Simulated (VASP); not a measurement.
# CuSi16 (a cell with a defect) in VASP: relaxation of the atoms with PBE

Aim: the relaxation of the atoms of CuSi16 (a cell with a defect) with PBE.

All numbers are computed with VASP 6.6.1; they aren't measurements. Logs are shortened: lines on timing, memory, paths and dates and some standing lists are left out, and cuts for length are marked.

### 1 The cell of the first run

The cell holds a defect, 17 atoms: a = 7.679 Å, b = 7.679 Å, c = 7.679 Å, α = 60.00°, β = 60.00°, γ = 60.00°.

### 2 Relaxation of the atoms, PBE, collinear spin

File INCAR:

```
SYSTEM = CuSi16
ALGO = Normal
EDIFF = 1E-6
EDIFFG = -0.03
ENCUT = 520
GGA = PE
IBRION = 2
ISIF = 2
ISMEAR = -1
ISPIN = 2
KPAR = 2
LASPH = .True.
LCHARG = .False.
LMAXMIX = 4
LORBIT = 11
LREAL = Auto
LWAVE = .False.
MAGMOM = 0 0 0 0 0 0 0 0 0 0 0 0 0 0 0 0 1
NELM = 150
NSW = 80
PREC = Accurate
SIGMA = 0.05
```

File KPOINTS:

```
k-points
0
Gamma
  2 2 2
  0 0 0
```

File POSCAR:

```
CuSi16
1.0
    0.0000000000      5.4300000000      5.4300000000
    5.4300000000      0.0000000000      5.4300000000
    5.4300000000      5.4300000000      0.0000000000
Si Cu
16 1
Direct
    0.0000000000      0.0000000000      0.0000000000
    0.1250000000      0.1250000000      0.1250000000
    0.0000000000      0.0000000000      0.5000000000
    0.1250000000      0.1250000000      0.6250000000
    0.0000000000      0.5000000000      0.0000000000
    0.1250000000      0.6250000000      0.1250000000
    0.0000000000      0.5000000000      0.5000000000
    0.1250000000      0.6250000000      0.6250000000
    0.5000000000      0.0000000000      0.0000000000
    0.6250000000      0.1250000000      0.1250000000
    0.5000000000      0.0000000000      0.5000000000
    0.6250000000      0.1250000000      0.6250000000
    0.5000000000      0.5000000000      0.0000000000
    0.6250000000      0.6250000000      0.1250000000
    0.5000000000      0.5000000000      0.5000000000
    0.6250000000      0.6250000000      0.6250000000
    0.8720477200      0.3794425800      0.3779214800
```

Potentials or basis: VASP PAW PBE potentials, release 64 (Si, Cu).

Started as:

```sh
cat potpaw_PBE.64/Si/POTCAR potpaw_PBE.64/Cu/POTCAR > POTCAR
mpirun -np 4 vasp_std > vasp.out
```

OUTCAR:

```text
SYSTEM = CuSi16
   EDIFF = 1E-6
   EDIFFG = -0.03
   ENCUT = 520
   GGA = PE
   IBRION = 2
   ISIF = 2
   ISMEAR = -1
   ISPIN = 2
   LASPH = .True.
   LORBIT = 11
   LREAL = Auto
   NELM = 150
   NSW = 80
   PREC = Accurate

 ion  position               nearest neighbor table
   1  0.000  0.000  0.000-   2 2.35   4 2.35   6 2.35  10 2.35
   2  0.125  0.125  0.125-   1 2.35   3 2.35   5 2.35   9 2.35  17 2.75
   3  0.000  0.000  0.500-   2 2.35   4 2.35   8 2.35  12 2.35  17 2.38
   4  0.125  0.125  0.625-   1 2.35   3 2.35   7 2.35  11 2.35  17 2.72
   5  0.000  0.500  0.000-   2 2.35   6 2.35   8 2.35  14 2.35  17 2.37
   6  0.125  0.625  0.125-   1 2.35   5 2.35   7 2.35  13 2.35  17 2.71
   7  0.000  0.500  0.500-  17 2.32   6 2.35   8 2.35  16 2.35   4 2.35
   8  0.125  0.625  0.625-   3 2.35   5 2.35   7 2.35  15 2.35
   9  0.500  0.000  0.000-   2 2.35  10 2.35  12 2.35  14 2.35
  10  0.625  0.125  0.125-   1 2.35   9 2.35  11 2.35  13 2.35
  11  0.500  0.000  0.500-   4 2.35  10 2.35  12 2.35  16 2.35
  12  0.625  0.125  0.625-   3 2.35   9 2.35  11 2.35  15 2.35  17 2.72
  13  0.500  0.500  0.000-   6 2.35  10 2.35  14 2.35  16 2.35
  14  0.625  0.625  0.125-   5 2.35   9 2.35  13 2.35  15 2.35  17 2.72
  15  0.500  0.500  0.500-  17 2.33  12 2.35  14 2.35  16 2.35   8 2.35
  16  0.625  0.625  0.625-   7 2.35  11 2.35  13 2.35  15 2.35  17 2.68
  17  0.872  0.379  0.378-   7 2.32  15 2.33   5 2.37   3 2.38  16 2.68   6 2.71  14 2.72   4 2.72
                            12 2.72   2 2.75

  LATTYP: Found a face centered cubic cell.
 ALAT       =    10.8600000000

  Lattice vectors:

 A1 = (   0.0000000000,   5.4300000000,   5.4300000000)
 A2 = (   5.4300000000,   0.0000000000,   5.4300000000)
 A3 = (   5.4300000000,   5.4300000000,   0.0000000000)

Analysis of symmetry for initial positions (statically):
=====================================================================
 Subroutine PRICEL returns:
 Original cell was already a primitive cell.

 Routine SETGRP: Setting up the symmetry group for a
 face centered cubic supercell.

 Subroutine GETGRP returns: Found  1 space group operations
 (whereof  1 operations were pure point group operations)
 out of a pool of 48 trial point group operations.

The static configuration has the point symmetry C_1 .

Analysis of symmetry for dynamics (positions and initial velocities):
=====================================================================
 Subroutine PRICEL returns:
 Original cell was already a primitive cell.

 Routine SETGRP: Setting up the symmetry group for a
 face centered cubic supercell.

 Subroutine GETGRP returns: Found  1 space group operations
 (whereof  1 operations were pure point group operations)
 out of a pool of 48 trial point group operations.
[... 154 lines left out ...]
   LHFCALC =     F    Hartree Fock is set to
   AEXX    =    0.0000 exact exchange contribution
   IVDW    =     0    specifies the selected vdW correction
   LEPSILON=     F    determine dielectric tensor
   LRPA    =     F    only Hartree local field effects (RPA)
 conjugate gradient relaxation of ions
 spin polarized calculation
  energy-cutoff  :      520.00
  volume of cell :      320.21
 maximum number of plane-waves:      8646
 NGX is ok and might be reduce to    60
   NGX = 29   NGY = 29   NGZ = 29

--------------------------------------- Ionic step        1  -------------------------------------------

 number of electron      74.9999999 magnetization      -0.0001016

 number of electron      74.9999999 magnetization       0.0000271

 Free energy of the ion-electron system (eV)
  ---------------------------------------------------
  ext. energy  EPLUGINS =         0.00000000
  ---------------------------------------------------
  free energy    TOTEN  =       -87.42351749 eV

  energy without entropy =      -87.36877187  energy(sigma->0) =      -87.39614468

------------------------ aborting loop because EDIFF is reached ----------------------------------------

  FORCE on cell =-STRESS in cart. coord.  units (eV):
  Direction    XX          YY          ZZ          XY          YZ          ZX
  --------------------------------------------------------------------------------------
  -------------------------------------------------------------------------------------
  Total        9.4666214      9.4575640      9.4579941      0.0825205      0.4076882      0.0042518
  in kB       47.3670245     47.3217055     47.3238576      0.4128982      2.0399019      0.0212740
  external PRESSURE =      47.3375292 kB  Pullay stress =       0.0000000 kB
[... 299 lines left out ...]
--------------------------------------- Ionic step        7  -------------------------------------------

 number of electron      75.0000000 magnetization      -0.0000003

 Free energy of the ion-electron system (eV)
  ---------------------------------------------------
  ext. energy  EPLUGINS =         0.00000000
  ---------------------------------------------------
  free energy    TOTEN  =       -87.49214788 eV

  energy without entropy =      -87.42107853  energy(sigma->0) =      -87.45661321

 E-fermi :   6.8790     XC(G=0):  -9.6682

 val. band max:        6.2637337690   @ k =   0.0000   0.0000   0.0000
 cond. band min:       6.8795546197   @ k =   0.0000   0.5000   0.0000
 fundamental gap:      0.6158208507
 Fermi energy:         6.8789820221

 spin component 1

 k-point     1 :       0.0000    0.0000    0.0000
  band No.  band energies     occupation
      1      -5.9320      1.00000
      2      -3.5412      1.00000
      3      -3.5366      1.00000
      4      -3.5335      1.00000
      5      -3.5320      1.00000
      6      -2.0368      1.00000
[... 397 lines left out ...]
     47      10.4655      0.00000
     48      10.4668      0.00000
 Fermi energy:         6.8789820221

 spin component 2

 k-point     1 :       0.0000    0.0000    0.0000
  band No.  band energies     occupation
      1      -5.9320      1.00000
      2      -3.5412      1.00000
      3      -3.5366      1.00000
      4      -3.5335      1.00000
      5      -3.5320      1.00000
      6      -2.0368      1.00000
[... 441 lines left out ...]
  FREE ENERGIE OF THE ION-ELECTRON SYSTEM (eV)
  ---------------------------------------------------
  free  energy   TOTEN  =       -87.4921478849 eV

  energy  without entropy=      -87.4210785338  energy(sigma->0) =      -87.45661321

 reached required accuracy - stopping structural energy minimisation

 total charge

# of ion       s       p       d       tot
------------------------------------------
    1        0.741   0.955   0.000   1.696
    2        0.738   0.948   0.000   1.685
    3        0.732   0.968   0.000   1.700
    4        0.737   0.948   0.000   1.685
    5        0.732   0.968   0.000   1.700
    6        0.737   0.948   0.000   1.684
[... 9 lines left out ...]
   16        0.737   0.947   0.000   1.684
   17        0.468   0.397   9.228  10.093
--------------------------------------------------
tot         12.292  15.690   9.228  37.210

 magnetization (x)

# of ion       s       p       d       tot
------------------------------------------
    1        0.000   0.000   0.000   0.000
    2        0.000   0.000   0.000   0.000
    3       -0.000   0.000   0.000   0.000
    4       -0.000   0.000   0.000   0.000
    5       -0.000  -0.000   0.000  -0.000
    6        0.000  -0.000   0.000   0.000
[... 9 lines left out ...]
   16       -0.000  -0.000   0.000  -0.000
   17        0.000   0.000  -0.000  -0.000
--------------------------------------------------
tot          0.000   0.000  -0.000   0.000
```

It took 4.3 min on 4 MPI ranks of Intel Xeon 6975P-C (Granite Rapids), shared host; peak memory 0.46 GiB.

Results:

- Free energy: -87.4921 eV
- Energy gained by relaxing: 4.0 meV/atom
- Ionic steps: 7
- Pressure after relaxing: 4.2 GPa
- Largest force after relaxing: 0.023 eV/Å
- Net moment: 0.00 μB per cell
- Valence electrons inside the program's atomic spheres: Si 1.70, 1.69, 1.68, 1.72 (each value once); Cu 10.09

Forces on the atoms (eV/Å):
```
Si  -0.013  0.009  0.008
Si   0.000 -0.001  0.001
Si  -0.002  0.006 -0.005
Si   0.005 -0.001  0.008
Si  -0.001 -0.005  0.006
Si   0.003  0.008 -0.001
Si   0.002 -0.003 -0.002
Si   0.023  0.001  0.005
Si  -0.012 -0.008 -0.009
Si  -0.005  0.000 -0.001
Si   0.008  0.013 -0.013
Si   0.003 -0.007  0.001
Si   0.009 -0.013  0.012
Si   0.002  0.001 -0.007
Si   0.004 -0.001  0.000
Si  -0.003  0.002  0.001
Cu  -0.022  0.001 -0.004
```

Stress tensor (GPa, compression positive):
```
4.25 0.02 0.00
0.02 4.24 0.08
0.00 0.08 4.24
```

Step by step:
```tsv
step	energy change (eV)	largest force (eV/Å)	pressure (GPa)
1	0.0000	0.8817	4.73
2	-0.0670	0.0955	4.29
3	-0.0672	0.1041	4.28
4	-0.0682	0.0540	4.27
5	-0.0683	0.0558	4.29
6	-0.0686	0.0330	4.28
7	-0.0686	0.0235	4.25
```

Final structure:
```yaml
crystal:
  lattice:
    - [0.00000, 5.43000, 5.43000]
    - [5.43000, 0.00000, 5.43000]
    - [5.43000, 5.43000, 0.00000]
  atoms:
    - { symbol: Si, position: [0.99844, 0.00048, 0.00050] }
    - { symbol: Si, position: [0.12619, 0.12383, 0.12377] }
    - { symbol: Si, position: [0.00168, 0.99509, 0.50153] }
    - { symbol: Si, position: [0.12617, 0.12408, 0.62611] }
    - { symbol: Si, position: [0.00183, 0.50161, 0.99470] }
    - { symbol: Si, position: [0.12616, 0.62609, 0.12405] }
    - { symbol: Si, position: [0.00256, 0.50231, 0.50236] }
    - { symbol: Si, position: [0.12449, 0.62576, 0.62550] }
    - { symbol: Si, position: [0.50056, 0.00047, 0.00049] }
    - { symbol: Si, position: [0.62505, 0.12492, 0.12496] }
    - { symbol: Si, position: [0.50058, 0.00050, 0.49832] }
    - { symbol: Si, position: [0.62367, 0.12403, 0.62612] }
    - { symbol: Si, position: [0.50059, 0.49829, 0.00053] }
    - { symbol: Si, position: [0.62372, 0.62609, 0.12400] }
    - { symbol: Si, position: [0.49317, 0.50217, 0.50223] }
    - { symbol: Si, position: [0.62394, 0.62608, 0.62610] }
    - { symbol: Cu, position: [0.87324, 0.37764, 0.37665] }
```

Caveat: the k points lie up to 0.50 Å⁻¹ apart.
